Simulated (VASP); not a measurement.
A run of VASP 6.6.1 is set up as follows.

File INCAR:

```
SYSTEM = BN
PREC = Accurate
ENCUT = 520
EDIFF = 1E-6
ISMEAR = 0
SIGMA = 0.05
LREAL = .FALSE.
LASPH = .TRUE.
NELM = 60
ALGO = Normal
ISIF = 2
LWAVE = .FALSE.
LCHARG = .FALSE.
GGA = PS
NBANDS = 16
```

KPOINTS

```
Automatic mesh
0
G
  12 12 6
  0 0 0
```

Contents of POSCAR:

```
BN
1.0
    2.5539396017      0.0000000000      0.0000000000
   -1.2769698009      2.2117765748      0.0000000000
    0.0000000000      0.0000000000      4.2268550000
B N
2 2
Direct
    0.6666666667      0.3333333333      0.9997240000
    0.3333333333      0.6666666667      0.4997240000
    0.6666666667      0.3333333333      0.6252760000
    0.3333333333      0.6666666667      0.1252760000
```

Potentials or basis: VASP PAW PBE potentials, release 64 (B, N).

Command:

```console
$ cat potpaw_PBE.64/B/POTCAR potpaw_PBE.64/N/POTCAR > POTCAR
$ mpirun -np 1 vasp_std > vasp.out
```

Problem. Estimate the largest force.

Solution. 0.010 eV/Å.

Problem. What does it give for the pressure?

Solution. -5.4 GPa.

Forces in eV/Å, atoms in the order of the input:
```
B    0.000  0.000  0.010
B    0.000  0.000  0.010
N    0.000  0.000 -0.010
N    0.000  0.000 -0.010
```

Caveat: the PAW data sets were made with another functional, which shifts forces and pressure a little.
